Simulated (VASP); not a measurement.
# Ti (Fd-3m) in VASP: a series of runs, part 2 of 2

VASP 6.6.1.

## 3. Single point, PBEsol (volume scaled by 0.88)

Contents of INCAR:

```
SYSTEM = Ti
  PREC = Accurate
  ENCUT = 520
  EDIFF = 1E-7
  ISMEAR = -1
  SIGMA = 0.1
  LREAL = .False.
  LASPH = .True.
  NELM = 60
  ALGO = Normal
  ISIF = 2
  LWAVE = .False.
  LCHARG = .True.
  GGA = PS
  LELF = .True.
  LVHAR = .True.
  NBANDS = 19
```

Contents of KPOINTS:

```
regular mesh
0
Gamma
  11 11 11
  0 0 0
```

Contents of POSCAR:

```
Ti
1.0
    0.0000000000      2.6514428002      2.6514428002
    2.6514428002      0.0000000000      2.6514428002
    2.6514428002      2.6514428002      0.0000000000
Ti
2
Direct
    0.1250000000      0.1250000000      0.1250000000
    0.8750000000      0.8750000000      0.8750000000
```

Potentials or basis: VASP PAW PBE potentials, release 64 (Ti_sv).

Run with:

```console
$ cat potpaw_PBE.64/Ti_sv/POTCAR > POTCAR
$ mpirun -np 1 vasp_std > vasp.out
```

OUTCAR:

```text
SYSTEM = Ti
   PREC = Accurate
   ENCUT = 520
   EDIFF = 1E-7
   ISMEAR = -1
   LREAL = .False.
   LASPH = .True.
   NELM = 60
   ISIF = 2
   GGA = PS

 ion  position               nearest neighbor table
   1  0.125  0.125  0.125-   2 2.30   2 2.30   2 2.30   2 2.30
   2  0.875  0.875  0.875-   1 2.30   1 2.30   1 2.30   1 2.30

  LATTYP: Found a face centered cubic cell.
 ALAT       =     5.3028856004

  Lattice vectors:

 A1 = (   0.0000000000,   2.6514428002,   2.6514428002)
 A2 = (   2.6514428002,   0.0000000000,   2.6514428002)
 A3 = (   2.6514428002,   2.6514428002,   0.0000000000)

Analysis of symmetry for initial positions (statically):
=====================================================================
 Subroutine PRICEL returns:
 Original cell was already a primitive cell.

 Routine SETGRP: Setting up the symmetry group for a
 face centered cubic supercell.

 Subroutine GETGRP returns: Found 48 space group operations
 (whereof 12 operations were pure point group operations)
 out of a pool of 48 trial point group operations.

The static configuration has the point symmetry D_3d.
 The point group associated with its full space group is O_h .

Analysis of symmetry for dynamics (positions and initial velocities):
=====================================================================
 Subroutine PRICEL returns:
 Original cell was already a primitive cell.

 Routine SETGRP: Setting up the symmetry group for a
 face centered cubic supercell.

 Subroutine GETGRP returns: Found 48 space group operations
 (whereof 12 operations were pure point group operations)
 out of a pool of 48 trial point group operations.

The dynamic configuration has the point symmetry D_3d.
 The point group associated with its full space group is O_h .

 Subroutine INISYM returns: Found 48 space group operations
 (whereof 12 operations are pure point group operations),
 and found     1 'primitive' translations

----------------------------------------------------------------------------------------

                                     Primitive cell

  volume of cell :      37.2801

  direct lattice vectors                    reciprocal lattice vectors
     0.000000000  2.651442800  2.651442800    -0.188576574  0.188576574  0.188576574
     2.651442800  0.000000000  2.651442800     0.188576574 -0.188576574  0.188576574
     2.651442800  2.651442800  0.000000000     0.188576574  0.188576574 -0.188576574

  length of vectors
     3.749706368  3.749706368  3.749706368     0.326624208  0.326624208  0.326624208

  position of ions in fractional coordinates (direct lattice)
     0.125000000  0.125000000  0.125000000
     0.875000000  0.875000000  0.875000000

  ion indices of the primitive-cell ions
   primitive index   ion index
                 1           1
                 2           2

----------------------------------------------------------------------------------------

 KPOINTS: regular mesh

Automatic generation of k-mesh.
 Grid dimensions read from file:
 generate k-points for:   11   11   11

 Generating k-lattice:

  Cartesian coordinates                     Fractional coordinates (reciprocal lattice)
    -0.017143325  0.017143325  0.017143325     0.090909091  0.000000000  0.000000000
     0.017143325 -0.017143325  0.017143325     0.000000000  0.090909091  0.000000000
     0.017143325  0.017143325 -0.017143325     0.000000000  0.000000000  0.090909091

  Length of vectors
     0.029693110  0.029693110  0.029693110

  Shift w.r.t. Gamma in fractional coordinates (k-lattice)
     0.000000000  0.000000000  0.000000000

 Subroutine IBZKPT returns following result:
 ===========================================

 Found     56 irreducible k-points:

 Following reciprocal coordinates:
            Coordinates               Weight
  0.000000  0.000000  0.000000      1.000000
  0.090909  0.000000  0.000000      8.000000
  0.181818  0.000000  0.000000      8.000000
  0.272727  0.000000  0.000000      8.000000
  0.363636  0.000000  0.000000      8.000000
  0.454545  0.000000  0.000000      8.000000
[... 16 lines left out ...]
 -0.272727  0.181818  0.000000     24.000000
 -0.181818  0.181818  0.000000     12.000000
 [... further k-points ...]
   k-points           NKPTS =     56   k-points in BZ     NKDIM =     56   number of bands    NBANDS=     19
   number of dos      NEDOS =    301   number of ions     NIONS =      2
   total plane-waves  NPLWV =  21952
   dimension x,y,z NGX =    28 NGY =   28 NGZ =   28
   dimension x,y,z NGXF=    56 NGYF=   56 NGZF=   56
   ions per type =               2
   NGX,Y,Z   is equivalent  to a cutoff of  12.41, 12.41, 12.41 a.u.
   NGXF,Y,Z  is equivalent  to a cutoff of  24.83, 24.83, 24.83 a.u.
 SYSTEM =  Ti
   PREC   = accura    normal or accurate (medium, high low for compatibility)
   ISTART =      0    job   : 0-new  1-cont  2-samecut
   ICHARG =      2    charge: 1-file 2-atom 10-const
   ISPIN  =      1    spin polarized calculation?
   LNONCOLLINEAR =      F non collinear calculations
   LSORBIT =      F    spin-orbit coupling
   LASPH  =      T    aspherical Exc in radial PAW
   ENCUT  =  520.0 eV  38.22 Ry    6.18 a.u.   6.97  6.97  6.97*2*pi/ulx,y,z
   NELM   =     60;   NELMIN=  2; NELMDL= -5     # of ELM steps
   EDIFF  = 0.1E-06   stopping-criterion for ELM
   LREAL  =      F    real-space projection
   EDIFFG = 0.1E-05   stopping-criterion for IOM
   NSW    =      0    number of steps for IOM
   IBRION =     -1    ionic relax: 0-MD 1-quasi-New 2-CG
   NFREE  =      0    steps in history (QN), initial steepest desc. (CG)
   ISIF   =      2    stress and relaxation
   ISYM   =      2    0-nonsym 1-usesym 2-fastsym
   POTIM  = 0.5000    time-step for ionic-motion
   TEBEG  =    0.0;   TEEND  =   0.0 temperature during run
   PSTRESS=    0.0 pullay stress
   NELECT =      24.0000    total number of electrons
   NUPDOWN=      -1.0000    fix difference up-down
   EMIN   =  10.00;   EMAX   =-10.00  energy-range for DOS
   EFERMI =   0.00;   METHOD = LEGACY
   ISMEAR =    -1;   SIGMA  =   0.10  broadening in eV -4-tet -1-fermi 0-gaus
   EFERMI_NEDOS =   21; number of points for ismear=-14 and -15
   IALGO  =     38    algorithm
   IMIX   =      4    mixing-type and parameters
     AMIX     =   0.40;   BMIX     =  1.00
     AMIX_MAG =   1.60;   BMIX_MAG =  1.00
  volume/ion in A,a.u.               =      18.64       125.79
  Fermi-wavevector in a.u.,A,eV,Ry     =   1.413578  2.671274 27.187183  1.998202
  Thomas-Fermi vector in A             =   2.535209
   LORBIT       =      0    0 simple, 1 ext, 2 COOP (PROOUT), +10 PAW based schemes
   GGA     = PS    functional components
   LHFCALC =     F    Hartree Fock is set to
   AEXX    =    0.0000 exact exchange contribution
   IVDW    =     0    specifies the selected vdW correction
   LEPSILON=     F    determine dielectric tensor
   LRPA    =     F    only Hartree local field effects (RPA)
 non-spin polarized calculation
  energy-cutoff  :      520.00
  volume of cell :       37.28
 maximum number of plane-waves:      1016
   NGX = 13   NGY = 13   NGZ = 13

 number of electron      24.0000001 magnetization

 Free energy of the ion-electron system (eV)
  ---------------------------------------------------
  ext. energy  EPLUGINS =         0.00000000
  ---------------------------------------------------
  free energy    TOTEN  =       -11.92130801 eV

  energy without entropy =      -11.74972682  energy(sigma->0) =      -11.83551742

 E-fermi :   7.1374     XC(G=0): -10.9959

 val. band max:        7.1345210630   @ k =   0.1818   0.0909   0.0000
 cond. band min:       7.1376128057   @ k =  -0.3636   0.3636   0.1818
 fundamental gap:      0.0030917428
 Fermi energy:         7.1374453318

 k-point     1 :       0.0000    0.0000    0.0000
  band No.  band energies     occupation
      1     -49.3638      2.00000
      2     -48.3845      2.00000
      3     -25.9696      2.00000
      4     -25.9696      2.00000
      5     -25.9696      2.00000
      6     -24.7686      2.00000
[... 11 lines left out ...]
     18      11.9527      0.00000
     19      11.9527      0.00000
[... 485 lines left out ...]
 k-point    24 :      -0.1818    0.1818    0.0000
  band No.  band energies     occupation
      1     -49.2255      2.00000
      2     -48.5332      2.00000
      3     -26.1729      2.00000
      4     -26.0627      2.00000
      5     -25.8949      2.00000
      6     -24.8433      2.00000
[... 11 lines left out ...]
     18      11.2145      0.00000
     19      12.1408      0.00000

 [... further k-points ...]

------------------------ aborting loop because EDIFF is reached ----------------------------------------

  FORCE on cell =-STRESS in cart. coord.  units (eV):
  Direction    XX          YY          ZZ          XY          YZ          ZX
  --------------------------------------------------------------------------------------
  -------------------------------------------------------------------------------------
  Total        1.2921849      1.2921849      1.2921849      0.0000000     -0.0000000     -0.0000000
  in kB       55.5339388     55.5339388     55.5339388      0.0000000     -0.0000000     -0.0000000
  external PRESSURE =      55.5339388 kB  Pullay stress =       0.0000000 kB

 VOLUME and BASIS-vectors are now :
 -----------------------------------------------------------------------------
  energy-cutoff  :      520.00
  volume of cell :       37.28
      direct lattice vectors                 reciprocal lattice vectors
     0.000000000  2.651442800  2.651442800    -0.188576574  0.188576574  0.188576574
     2.651442800  0.000000000  2.651442800     0.188576574 -0.188576574  0.188576574
     2.651442800  2.651442800  0.000000000     0.188576574  0.188576574 -0.188576574

 POSITION                                       TOTAL-FORCE (eV/Angst)
 -----------------------------------------------------------------------------------
      0.66286      0.66286      0.66286         0.000000      0.000000      0.000000
      4.64002      4.64002      4.64002        -0.000000     -0.000000      0.000000
 -----------------------------------------------------------------------------------
    total drift:                                0.000000     -0.000000     -0.000000

  FREE ENERGIE OF THE ION-ELECTRON SYSTEM (eV)
  ---------------------------------------------------
  free  energy   TOTEN  =       -11.9213080073 eV

  energy  without entropy=      -11.7497268245  energy(sigma->0) =      -11.83551742
```

OSZICAR:

```text
N       E                     dE             d eps       ncg     rms          rms(c)
DAV:   1     0.271065076002E+03    0.27107E+03   -0.13158E+04  2128   0.156E+03
DAV:   2     0.156405560005E+02   -0.25542E+03   -0.25093E+03  2175   0.442E+02
DAV:   3    -0.109283866547E+02   -0.26569E+02   -0.25720E+02  4132   0.121E+02
DAV:   4    -0.123857478030E+02   -0.14574E+01   -0.14318E+01  2457   0.277E+01
DAV:   5    -0.124576797564E+02   -0.71932E-01   -0.71877E-01  3087   0.491E+00    0.118E+01
DAV:   6    -0.118502856753E+02    0.60739E+00   -0.38314E+00  2718   0.163E+01    0.407E+00
DAV:   7    -0.118876072067E+02   -0.37322E-01   -0.14187E-01  2972   0.265E+00    0.261E+00
DAV:   8    -0.119209929780E+02   -0.33386E-01   -0.80053E-02  2752   0.173E+00    0.451E-01
DAV:   9    -0.119209767951E+02    0.16183E-04   -0.63439E-03  2786   0.703E-01    0.283E-01
DAV:  10    -0.119213042026E+02   -0.32741E-03   -0.22668E-03  2314   0.413E-01    0.289E-02
DAV:  11    -0.119213061799E+02   -0.19773E-05   -0.89410E-05  3077   0.586E-02    0.109E-02
DAV:  12    -0.119213087989E+02   -0.26190E-05   -0.11220E-05  2497   0.351E-02    0.139E-03
DAV:  13    -0.119213080300E+02    0.76895E-06   -0.67067E-07  2438   0.808E-03    0.234E-03
DAV:  14    -0.119213080073E+02    0.22744E-07   -0.69949E-08  1563   0.233E-03
   1 F= -.11921308E+02 E0= -.11835517E+02  d E =-.171581E+00
```

Run time: 36 s. Hardware: 1 thread of Intel Xeon Platinum 8375C at 2.90GHz (Ice Lake), shared host; peak memory 0.17 GiB.

Results:

```
Free energy            : -11.9213 eV
Pressure               : 5.6 GPa
Band gap on the k mesh : zero (band 12 reaches 7.41 eV, above the bottom of band 13 at 6.93 eV)
```

Levels at points of the mesh, in eV from the Fermi level:
```tsv
k point	band 8	band 9	band 10	band 11	band 12	band 13	band 14	band 15	band 16	band 17
(0.00, 0.00, 0.00)	-31.91	-5.22	-1.01	-1.01	-0.17	-0.17	-0.17	2.05	2.05	2.05
```

Caveat: the PAW data sets were made with another functional, which shifts forces and pressure a little.

## 4. Single point, PBEsol (volume scaled by 0.92)

Contents of INCAR:

```
PREC     = Accurate       # precision mode
ENCUT    = 520            # plane-wave cutoff, eV
EDIFF    = 1E-6           # SCF threshold, eV
ISMEAR   = -1             # smearing method
SIGMA    = 0.1            # smearing width, eV
LREAL    = F              # projectors in reciprocal space
LASPH    = T              # aspherical terms in the spheres
NELM     = 60             # most SCF steps
ALGO     = Normal         # electronic algorithm
ISIF     = 2              # what is computed and relaxed
LWAVE    = F              # write WAVECAR
LCHARG   = F              # write CHGCAR
GGA      = PS             # functional
NBANDS   = 19             # bands
```

Contents of KPOINTS:

```
regular mesh
0
Gamma
  11 11 11
```

Contents of POSCAR:

```
Ti
1.0
    0.0000000000      2.6910224086      2.6910224086
    2.6910224086      0.0000000000      2.6910224086
    2.6910224086      2.6910224086      0.0000000000
Ti
2
Direct
    0.1250000000      0.1250000000      0.1250000000
    0.8750000000      0.8750000000      0.8750000000
```

Run with:

```console
$ cat potpaw_PBE.64/Ti_sv/POTCAR > POTCAR
$ mpirun -np 1 vasp_std > vasp.out
```

Wall time 29 s (1 thread of Intel Xeon Platinum 8375C at 2.90GHz (Ice Lake), shared host); peak memory 0.17 GiB.

Results (log left out):

```
Free energy            : -11.9695 eV
Pressure               : 3.5 GPa
Band gap on the k mesh : zero (band 12 reaches 6.87 eV, above the bottom of band 13 at 6.51 eV)
```

Levels at points of the mesh, in eV from the Fermi level:
```
           k point  band 9  band 10  band 11  band 12  band 13  band 14  band 15  band 16
(0.00, 0.00, 0.00)   -5.12    -0.90    -0.90    -0.16    -0.16    -0.16     1.97     1.97
```

Caveat: the PAW data sets were made with another functional, which shifts forces and pressure a little.

## 5. Summary

```csv
cell,k mesh,gap on the mesh (eV),pressure (GPa)
"a = 3.913 Å, angles 60.0°, 2 atoms",10 × 10 × 10,none,0.2
"a = 3.750 Å, angles 60.0°, 2 atoms",11 × 11 × 11,none,5.6
"a = 3.806 Å, angles 60.0°, 2 atoms",11 × 11 × 11,none,3.5
```

Alike in all rows: task single point; level PBEsol; potentials or basis VASP PAW PBE potentials, release 64 (Ti_sv); no spin polarisation; cutoff (eV) 520; smearing fermi-dirac 0.1 eV.

Caveats: the PAW data sets were made with another functional, which shifts forces and pressure a little.

Total energies depend on the potentials used, so only differences within one code and one set of settings carry meaning.
